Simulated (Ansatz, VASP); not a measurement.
**One calculation of Ag, two programs**

The input INCAR:

```
SYSTEM = Ag
PREC = Accurate
ENCUT = 520
EDIFF = 1E-7
ISMEAR = 0
SIGMA = 0.1
LREAL = .FALSE.
LASPH = .TRUE.
NELM = 80
ALGO = Fast
ISIF = 2
LWAVE = .FALSE.
LCHARG = .FALSE.
GGA = PS
NBANDS = 18
```

The input KPOINTS:

```
Automatic mesh
0
G
  24 24 12
  0 0 0
```

POSCAR

```
Ag
1.0
    2.8669917939      0.0000000000      0.0000000000
   -1.4334958970      2.4828877260      0.0000000000
    0.0000000000      0.0000000000      4.5501082243
Ag
2
Direct
    0.3333333333      0.6666666667      0.2500000000
    0.6666666667      0.3333333333      0.7500000000
```

Input for Ansatz:

```yaml
crystal:
  lattice:
    - [2.8669917939, 0.0, 0.0]
    - [-1.433495897, 2.482887726, 0.0]
    - [0.0, 0.0, 4.5501082243]
  atoms:
    - { symbol: Ag, position: [0.3333333333, 0.6666666667, 0.25] }
    - { symbol: Ag, position: [0.6666666667, 0.3333333333, 0.75] }
basis:
  ecutwfc: 420
kpoints:
  mp_grid: { grid: [24, 24, 12] }
hamiltonian:
  xc: pbesol
scf:
  occupations: { method: gaussian, width: 0.1 }
output:
  forces: true
  stress: true
  eigenvalues: true
```

Change from the starting cell: strain along c alone, the other axes held, atoms relaxed: -3.0 %.

Alike in both runs: task single point; functional PBEsol; k mesh 24 × 24 × 12; occupations gaussian, width 0.1 eV; no spin polarisation.

|  | VASP | Ansatz |
| --- | --- | --- |
| version | VASP 6.6.1 | Ansatz 0.2.0 |
| potentials or method | VASP PAW PBE potentials, release 64 (Ag), cutoff 520 eV | scalar-relativistic, plane waves, PAW |
| valence electrons in the cell | 22 | 38 |

```tsv
	VASP	Ansatz	Ansatz less VASP
gap on the k mesh at the Fermi level (eV)	none	none	-
pressure (GPa)	3.7	4.0	+0.27
traceless stress, the component that is largest in VASP (GPa)	3.00	3.02	+0.020
```

VASP's potentials were made for PBE, not for PBEsol. A gap of «none» marks a metal or a gap that the smearing closes. VASP's potentials hold 22 valence electrons a cell and Ansatz's 38, so a difference there can come from the potentials and not from the codes.
